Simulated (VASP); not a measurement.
Re:

```
CELL_PARAMETERS angstrom
2.73919 0.00000 0.00000
-1.36959 2.37221 0.00000
0.00000 0.00000 4.41187
ATOMIC_POSITIONS crystal
Re 0.33333 0.66667 0.25000
Re 0.66667 0.33333 0.75000
```

Base run:

| Property | Result |
| --- | --- |
| Program | VASP 6.6.1 |
| Functional | LDA |
| Potentials or basis | VASP PAW LDA potentials, release 64 (Re) |
| Cutoff | 600 eV |
| k mesh | 13 × 13 × 7 |
| Occupations | fermi-dirac, width 0.1 eV |
| Spin | no spin polarisation |

Its results: band gap on the k mesh zero (band 7 reaches 9.55 eV, above the bottom of band 8 at 6.50 eV); pressure 1.7 GPa.

The run is repeated on the same cell with these changes: k mesh from 13 × 13 × 7 to 5 × 5 × 3. What comes out?

Band gap on the k mesh zero (band 7 reaches 8.86 eV, above the bottom of band 8 at 6.74 eV); pressure -0.3 GPa.

Caveats: some runs use coarse meshes; spin-orbit coupling is left out, which moves the levels of the heavy elements.
